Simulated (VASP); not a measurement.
A run of VASP 6.6.1 is set up as follows.

Contents of INCAR:

```
PREC = Accurate
ENCUT = 750
EDIFF = 1E-6
ISMEAR = 0
SIGMA = 0.02
LREAL = False
LASPH = True
NELM = 120
ALGO = Normal
ISIF = 2
LWAVE = False
LCHARG = True
GGA = PE
LELF = True
LVHAR = True
NBANDS = 13
GGA_COMPAT = False
```

KPOINTS

```
Automatic mesh
0
Gamma
  8 8 8
```

POSCAR

```
Li2O
1.0
    0.0000000000      2.2705849250      2.2705849250
    2.2705849250      0.0000000000      2.2705849250
    2.2705849250      2.2705849250      0.0000000000
Li O
2 1
Direct
    0.2500000000      0.2500000000      0.2500000000
    0.7500000000      0.7500000000      0.7500000000
    0.0000000000      0.0000000000      0.0000000000
```

Potentials or basis: VASP PAW PBE potentials, release 64 (Li_sv, O).

The run is started by

```bash
$ cat potpaw_PBE.64/Li_sv/POTCAR potpaw_PBE.64/O/POTCAR > POTCAR
$ mpirun -np 1 vasp_std > vasp.out
```

(1) What does it give for the pressure?

(2) Predict the band gap on the k mesh.

Results:

(1) 4.7 GPa.

(2) 5.08 eV (least direct gap 5.66 eV).

Caveat: the cell differs from its parent crystal (strained); the cell stands under pressure.
